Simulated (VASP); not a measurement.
Input of a VASP 6.6.1 run:

INCAR

```
SYSTEM = Si2Cl
ALGO = Normal ; EDIFF = 1E-6
EDIFFG = -0.01 ; ENCUT = 600
GGA = PE ; IBRION = 2
ISIF = 3 ; ISMEAR = 0
LASPH = .TRUE. ; LCHARG = .FALSE.
LREAL = .FALSE. ; LWAVE = .FALSE.
NELM = 80 ; NSW = 100
PREC = Accurate ; SIGMA = 0.1
```

Contents of KPOINTS:

```
k-points
0
G
  14 14 10
  0 0 0
```

Contents of POSCAR:

```
Si2Cl
1.0
    3.5615697497      0.0000000000      0.0000000000
    0.0000000000      3.5615697497      0.0000000000
    0.0000000000      0.0000000000      5.0753542280
Si Cl
2 1
Direct
    0.5000000000      0.5000000000      0.5000000000
    0.5000000000      0.5000000000      0.0000000000
    0.0000000000      0.0000000000      0.5000000000
```

Potentials or basis: VASP PAW PBE potentials, release 64 (Si, Cl).

Command:

```bash
$ cat potpaw_PBE.64/Si/POTCAR potpaw_PBE.64/Cl/POTCAR > POTCAR
$ mpirun -np 1 vasp_std > vasp.out
```

(1) Estimate the relaxed volume.

(2) Predict the space group after relaxing (to 0.05 Å).

(3) What does it give for the relaxed cell?

## Answers

(1) 21.63 Å³/atom.

(2) P4/mmm (No. 123).

(3) a = 3.598 Å, b = 3.598 Å, c = 5.012 Å, α = 90.00°, β = 90.00°, γ = 90.00°.

Caveat: an odd number of electrons without spin polarisation forces a metal; a magnetic or distorted state may lie lower.
